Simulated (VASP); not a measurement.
# NiO in VASP: further runs

The runs below take NiO through single point, with PBE.

Everything below comes from runs of VASP 6.6.1. Logs are shortened: lines on timing, memory, paths and dates and some standing lists are left out, and cuts for length are marked.

**Measured values to compare with.**

From “Local correlations, non-local screening, multiplets, and band formation in NiO”, 2012, arxiv:1210.6675, for a bulk crystal of NiO: band gap 4.3 eV.

How close the calculation comes is told below.

## (1) The cell of the first run

Symmetry: R-3m, No. 166, trigonal system. The conventional cell has a = 2.971 Å, b = 2.971 Å, c = 7.229 Å, α = 90.00°, β = 90.00°, γ = 120.00°. Ni (site symmetry -3m) has 6 O at 2.10 Å within 2.8 Å. Within 2.8 Å of O (site symmetry -3m) lie 6 Ni at 2.10 Å.

## (2) Single point, PBE, collinear spin, antiferromagnetic start

File INCAR:

```
SYSTEM = NiO
  ALGO = Normal
  EDIFF = 1E-6
  ENCUT = 520
  GGA = PE
  ISIF = 2
  ISMEAR = -1
  ISPIN = 2
  LASPH = .TRUE.
  LCHARG = .FALSE.
  LMAXMIX = 4
  LORBIT = 11
  LREAL = .FALSE.
  LWAVE = .FALSE.
  MAGMOM = 1.51 -1.51 0 0
  NBANDS = 28
  NELM = 150
  PREC = Accurate
  SIGMA = 0.05
```

File KPOINTS:

```
k-points
0
G
  10 10 10
  0 0 0
```

File POSCAR:

```
NiO
1.0
   -2.0823749476     -2.0823749476      4.1830735246
   -4.1830735246     -2.0823749476      2.0823749476
   -2.0823749476     -4.1830735246      2.0823749476
Ni O
2 2
Direct
    0.0000000000      0.0000000000      0.0000000000
    0.5000000000      0.5000000000      0.5000000000
    1.2500014637     -0.7499985363     -0.7499985363
    1.7499985363     -0.2500014637     -0.2500014637
```

Potentials or basis: VASP PAW PBE potentials, release 64 (Ni, O).

The run is started by

```console
$ cat potpaw_PBE.64/Ni/POTCAR potpaw_PBE.64/O/POTCAR > POTCAR
$ mpirun -np 1 vasp_std > vasp.out
```

OUTCAR:

```text
SYSTEM = NiO
   EDIFF = 1E-6
   ENCUT = 520
   GGA = PE
   ISIF = 2
   ISMEAR = -1
   ISPIN = 2
   LASPH = .TRUE.
   LORBIT = 11
   LREAL = .FALSE.
   NELM = 150
   PREC = Accurate

 ion  position               nearest neighbor table
   1  0.000  0.000  0.000-   4 2.10   4 2.10   4 2.10   3 2.10   3 2.10   3 2.10   2 2.96   2 2.96
                             2 2.96   2 2.96   2 2.96   2 2.96
   2  0.500  0.500  0.500-   3 2.10   3 2.10   4 2.10   4 2.10   3 2.10   4 2.10   1 2.96   1 2.96
                             1 2.96   1 2.96   1 2.96   1 2.96
   3  0.250  0.250  0.250-   1 2.10   1 2.10   1 2.10   2 2.10   2 2.10   2 2.10
   4  0.750  0.750  0.750-   1 2.10   1 2.10   1 2.10   2 2.10   2 2.10   2 2.10

  LATTYP: Found a trigonal (rhomboedric) cell.
 ALAT       =     5.1157281942
 COS(alpha) =     0.8313786512

  Lattice vectors:

 A1 = (  -2.0823749476,  -2.0823749476,   4.1830735246)
 A2 = (  -4.1830735246,  -2.0823749476,   2.0823749476)
 A3 = (  -2.0823749476,  -4.1830735246,   2.0823749476)

Analysis of symmetry for initial positions (statically):
=====================================================================
 Subroutine PRICEL returns following result:

  LATTYP: Found a trigonal (rhomboedric) cell.
 ALAT       =     2.9578938444
 COS(alpha) =     0.4956148225

  Lattice vectors:

 A1 = (  -2.0915367623,   0.0091618147,   2.0915367623)
 A2 = (  -2.0915367623,  -2.0915367623,  -0.0091618147)
 A3 = (   0.0091618147,  -2.0915367623,   2.0915367623)

   2 primitive cells build up your supercell.

 Routine SETGRP: Setting up the symmetry group for a
 trigonal (rhombohedral) supercell.

 Subroutine GETGRP returns: Found 12 space group operations
 (whereof 12 operations were pure point group operations)
 out of a pool of 12 trial point group operations.

The static configuration has the point symmetry D_3d.

Analysis of symmetry for dynamics (positions and initial velocities):
=====================================================================
 Subroutine PRICEL returns following result:

  LATTYP: Found a trigonal (rhomboedric) cell.
 ALAT       =     2.9578938444
 COS(alpha) =     0.4956148225

  Lattice vectors:

 A1 = (  -2.0915367623,   0.0091618147,   2.0915367623)
 A2 = (  -2.0915367623,  -2.0915367623,  -0.0091618147)
 A3 = (   0.0091618147,  -2.0915367623,   2.0915367623)

   2 primitive cells build up your supercell.

 Routine SETGRP: Setting up the symmetry group for a
 trigonal (rhombohedral) supercell.

 Subroutine GETGRP returns: Found 12 space group operations
 (whereof 12 operations were pure point group operations)
 out of a pool of 12 trial point group operations.

The dynamic configuration has the point symmetry D_3d.

Analysis of structural, dynamic, and magnetic symmetry:
=====================================================================
 Subroutine PRICEL returns following result:

  LATTYP: Found a trigonal (rhomboedric) cell.
 ALAT       =     2.9578938444
 COS(alpha) =     0.4956148225

  Lattice vectors:

 A1 = (  -2.0915367623,   0.0091618147,   2.0915367623)
 A2 = (  -2.0915367623,  -2.0915367623,  -0.0091618147)
 A3 = (   0.0091618147,  -2.0915367623,   2.0915367623)

   2 primitive cells build up your supercell.

 Routine SETGRP: Setting up the symmetry group for a
 trigonal (rhombohedral) supercell.

 Subroutine GETGRP returns: Found 12 space group operations
 (whereof 12 operations were pure point group operations)
 out of a pool of 12 trial point group operations.

The overall configuration has the point symmetry D_3d.

 Subroutine INISYM returns: Found 12 space group operations
 (whereof 12 operations are pure point group operations),
 and found     2 'primitive' translations

----------------------------------------------------------------------------------------

                                     Primitive cell

  volume of cell :      18.4192

  direct lattice vectors                    reciprocal lattice vectors
    -2.091536762  0.009161815  2.091536762    -0.238538510  0.237493611  0.238538510
    -2.091536762 -2.091536762 -0.009161815    -0.238538510 -0.238538510 -0.237493611
     0.009161815 -2.091536762  2.091536762     0.237493611 -0.238538510  0.238538510

  length of vectors
     2.957893844  2.957893844  2.957893844     0.412558429  0.412558429  0.412558429

  position of ions in fractional coordinates (direct lattice)
     0.000000000  0.000000000  0.000000000
     0.500002927  0.500002927  0.500002927

  ion indices of the primitive-cell ions
   primitive index   ion index
                 1           1
                 2           3

----------------------------------------------------------------------------------------

 KPOINTS: k-points

Automatic generation of k-mesh.
 Grid dimensions read from file:
 generate k-points for:   10   10   10

 Generating k-lattice:

  Cartesian coordinates                     Fractional coordinates (reciprocal lattice)
     0.011874681  0.011874681  0.035728532     0.100000000  0.000000000  0.000000000
    -0.035728532  0.011874681 -0.011874681     0.000000000  0.100000000  0.000000000
     0.011874681 -0.035728532 -0.011874681     0.000000000  0.000000000  0.100000000

  Length of vectors
     0.039478400  0.039478400  0.039478400

  Shift w.r.t. Gamma in fractional coordinates (k-lattice)
     0.000000000  0.000000000  0.000000000

 Subroutine IBZKPT returns following result:
 ===========================================

 Found    116 irreducible k-points:

 Following reciprocal coordinates:
            Coordinates               Weight
  0.000000  0.000000  0.000000      1.000000
  0.100000  0.000000  0.000000      6.000000
  0.200000  0.000000  0.000000      6.000000
  0.300000  0.000000  0.000000      6.000000
  0.400000  0.000000  0.000000      6.000000
  0.500000 -0.000000 -0.000000      3.000000
[... 16 lines left out ...]
  0.300000  0.300000 -0.000000      6.000000
  0.400000  0.300000 -0.000000     12.000000
 [... further k-points ...]
   k-points           NKPTS =    116   k-points in BZ     NKDIM =    116   number of bands    NBANDS=     28
   number of dos      NEDOS =    301   number of ions     NIONS =      4
   total plane-waves  NPLWV =  64000
   dimension x,y,z NGX =    40 NGY =   40 NGZ =   40
   dimension x,y,z NGXF=    80 NGYF=   80 NGZF=   80
   ions per type =               2   2
   NGX,Y,Z   is equivalent  to a cutoff of  13.00, 13.00, 13.00 a.u.
   NGXF,Y,Z  is equivalent  to a cutoff of  26.00, 26.00, 26.00 a.u.
 SYSTEM =  NiO
   PREC   = accura    normal or accurate (medium, high low for compatibility)
   ISTART =      0    job   : 0-new  1-cont  2-samecut
   ICHARG =      2    charge: 1-file 2-atom 10-const
   ISPIN  =      2    spin polarized calculation?
   LNONCOLLINEAR =      F non collinear calculations
   LSORBIT =      F    spin-orbit coupling
   LASPH  =      T    aspherical Exc in radial PAW
   ENCUT  =  520.0 eV  38.22 Ry    6.18 a.u.   9.51  9.51  9.51*2*pi/ulx,y,z
   NELM   =    150;   NELMIN=  2; NELMDL= -5     # of ELM steps
   EDIFF  = 0.1E-05   stopping-criterion for ELM
   LREAL  =      F    real-space projection
   EDIFFG = 0.1E-04   stopping-criterion for IOM
   NSW    =      0    number of steps for IOM
   IBRION =     -1    ionic relax: 0-MD 1-quasi-New 2-CG
   NFREE  =      0    steps in history (QN), initial steepest desc. (CG)
   ISIF   =      2    stress and relaxation
   ISYM   =      2    0-nonsym 1-usesym 2-fastsym
   POTIM  = 0.5000    time-step for ionic-motion
   TEBEG  =    0.0;   TEEND  =   0.0 temperature during run
   PSTRESS=    0.0 pullay stress
   NELECT =      32.0000    total number of electrons
   NUPDOWN=      -1.0000    fix difference up-down
   EMIN   =  10.00;   EMAX   =-10.00  energy-range for DOS
   EFERMI =   0.00;   METHOD = LEGACY
   ISMEAR =    -1;   SIGMA  =   0.05  broadening in eV -4-tet -1-fermi 0-gaus
   EFERMI_NEDOS =   21; number of points for ismear=-14 and -15
   IALGO  =     38    algorithm
   IMIX   =      4    mixing-type and parameters
     AMIX     =   0.40;   BMIX     =  1.00
     AMIX_MAG =   1.60;   BMIX_MAG =  1.00
  volume/ion in A,a.u.               =       9.21        62.15
  Fermi-wavevector in a.u.,A,eV,Ry     =   1.562037  2.951821 33.197655  2.439959
  Thomas-Fermi vector in A             =   2.665014
   LORBIT       =     11    0 simple, 1 ext, 2 COOP (PROOUT), +10 PAW based schemes
   GGA     = PE    functional components
   LHFCALC =     F    Hartree Fock is set to
   AEXX    =    0.0000 exact exchange contribution
   IVDW    =     0    specifies the selected vdW correction
   LEPSILON=     F    determine dielectric tensor
   LRPA    =     F    only Hartree local field effects (RPA)
 spin polarized calculation
  energy-cutoff  :      520.00
  volume of cell :       36.84
 maximum number of plane-waves:      1019
 NGX is ok and might be reduce to    40
   NGX = 19   NGY = 19   NGZ = 19

 number of electron      32.0000011 magnetization       0.0000000

 Free energy of the ion-electron system (eV)
  ---------------------------------------------------
  ext. energy  EPLUGINS =         0.00000000
  ---------------------------------------------------
  free energy    TOTEN  =       -23.48738564 eV

  energy without entropy =      -23.48737838  energy(sigma->0) =      -23.48738201

 E-fermi :   7.7029     XC(G=0): -12.6134

 val. band max:        7.1927848542   @ k =   0.3000   0.3000   0.1000
 cond. band min:       8.1213395175   @ k =   0.5000   0.3000   0.3000
 fundamental gap:      0.9285546633
 Fermi energy:         7.7029293857

 spin component 1

 k-point     1 :       0.0000    0.0000    0.0000
  band No.  band energies     occupation
      1     -12.3699      1.00000
      2     -10.9922      1.00000
      3      -0.2032      1.00000
      4       2.3083      1.00000
      5       2.3084      1.00000
      6       4.9474      1.00000
[... 20 lines left out ...]
     27      26.8114      0.00000
     28      28.9646      0.00000

 k-point     2 :       0.1000    0.0000    0.0000
  band No.  band energies     occupation
      1     -12.2682      1.00000
      2     -10.9765      1.00000
      3      -0.0296      1.00000
      4       2.2558      1.00000
      5       2.3373      1.00000
      6       3.9378      1.00000
[... 674 lines left out ...]
 k-point    24 :       0.4000    0.3000   -0.0000
  band No.  band energies     occupation
      1     -11.3039      1.00000
      2     -10.9382      1.00000
      3       0.6203      1.00000
      4       1.1084      1.00000
      5       2.4933      1.00000
      6       2.5746      1.00000
[... 20 lines left out ...]
     27      26.1280      0.00000
     28      29.0993      0.00000

 [... further k-points ...]

 spin component 2

 k-point     1 :       0.0000    0.0000    0.0000
  band No.  band energies     occupation
      1     -12.3699      1.00000
      2     -10.9922      1.00000
      3      -0.2032      1.00000
      4       2.3089      1.00000
      5       2.3090      1.00000
      6       4.9474      1.00000
[... 20 lines left out ...]
     27      26.8114      0.00000
     28      28.9646      0.00000

 k-point     2 :       0.1000    0.0000    0.0000
  band No.  band energies     occupation
      1     -12.2682      1.00000
      2     -10.9765      1.00000
      3      -0.0295      1.00000
      4       2.2563      1.00000
      5       2.3379      1.00000
      6       3.9379      1.00000
[... 674 lines left out ...]
 k-point    24 :       0.4000    0.3000   -0.0000
  band No.  band energies     occupation
      1     -11.3038      1.00000
      2     -10.9382      1.00000
      3       0.6204      1.00000
      4       1.1085      1.00000
      5       2.4940      1.00000
      6       2.5751      1.00000
[... 20 lines left out ...]
     27      26.1280      0.00000
     28      29.0993      0.00000

 [... further k-points ...]

------------------------ aborting loop because EDIFF is reached ----------------------------------------

  FORCE on cell =-STRESS in cart. coord.  units (eV):
  Direction    XX          YY          ZZ          XY          YZ          ZX
  --------------------------------------------------------------------------------------
  -------------------------------------------------------------------------------------
  Total       -0.0671585     -0.0671585     -0.0671585      0.0027553     -0.0027553     -0.0027553
  in kB       -2.9208597     -2.9208597     -2.9208597      0.1198358     -0.1198358     -0.1198358
  external PRESSURE =      -2.9208597 kB  Pullay stress =       0.0000000 kB

 VOLUME and BASIS-vectors are now :
 -----------------------------------------------------------------------------
  energy-cutoff  :      520.00
  volume of cell :       36.84
      direct lattice vectors                 reciprocal lattice vectors
    -2.082374948 -2.082374948  4.183073525     0.118746805  0.118746805  0.357285316
    -4.183073525 -2.082374948  2.082374948    -0.357285316  0.118746805 -0.118746805
    -2.082374948 -4.183073525  2.082374948     0.118746805 -0.357285316 -0.118746805

 POSITION                                       TOTAL-FORCE (eV/Angst)
 -----------------------------------------------------------------------------------
      0.00000      0.00000      0.00000        -0.000000      0.000000      0.000000
     -4.17391     -4.17391      4.17391        -0.000000      0.000000      0.000000
     -2.08697     -2.08697      2.08697         0.000000     -0.000000     -0.000000
     -6.26086     -6.26086      6.26086        -0.000000      0.000000      0.000000
 -----------------------------------------------------------------------------------
    total drift:                                0.000000      0.000000     -0.000000

  FREE ENERGIE OF THE ION-ELECTRON SYSTEM (eV)
  ---------------------------------------------------
  free  energy   TOTEN  =       -23.4873856377 eV

  energy  without entropy=      -23.4873783839  energy(sigma->0) =      -23.48738201

 total charge

# of ion       s       p       d       tot
------------------------------------------
    1        0.326   0.393   8.257   8.976
    2        0.326   0.393   8.257   8.976
    3        1.562   3.405   0.000   4.967
    4        1.562   3.405   0.000   4.967
--------------------------------------------------
tot          3.776   7.596  16.514  27.885

 magnetization (x)

# of ion       s       p       d       tot
------------------------------------------
    1       -0.009  -0.013   1.372   1.350
    2        0.009   0.013  -1.372  -1.350
    3        0.000   0.000   0.000   0.000
    4        0.000   0.000   0.000   0.000
--------------------------------------------------
tot          0.000  -0.000   0.000  -0.000
```

Run time: 12 min. Hardware: 1 thread of Oxide Virtual Turin-like, shared host; peak memory 0.36 GiB.

What came out:

```yaml
Free_energy: -23.4874 eV
Pressure: -0.3 GPa
Band_gap_on_the_k_mesh: 0.93 eV
Net_moment: 0.00 μB per cell
Site_moments: Ni +1.35, -1.35; O +0.00 μB
Valence_electrons_inside_the_program's_atomic_spheres: Ni 8.98; O 4.97
```

Levels at points of the mesh, in eV from the valence-band top:
Spin up:
```
           k point  band 14  band 15  band 16  band 17  band 18  band 19
(0.00, 0.00, 0.00)    -0.58    -0.58    -0.29     2.05     2.05     2.17
(0.50, 0.00, 0.00)    -0.31    -0.27    -0.12     1.51     1.53     8.03
(0.50, 0.50, 0.00)    -0.40    -0.25    -0.13     2.10     2.16     6.21
(0.50, 0.50, 0.50)    -0.63    -0.08    -0.08     1.53     1.53     4.83
```
Spin down:
```csv
k point,band 14,band 15,band 16,band 17,band 18,band 19
"(0.00, 0.00, 0.00)",-0.58,-0.58,-0.30,2.05,2.05,2.17
"(0.50, 0.00, 0.00)",-0.31,-0.28,-0.12,1.51,1.52,8.03
"(0.50, 0.50, 0.00)",-0.40,-0.25,-0.14,2.10,2.16,6.21
"(0.50, 0.50, 0.50)",-0.63,-0.08,-0.08,1.53,1.53,4.83
```

[end of part 1 of 2]
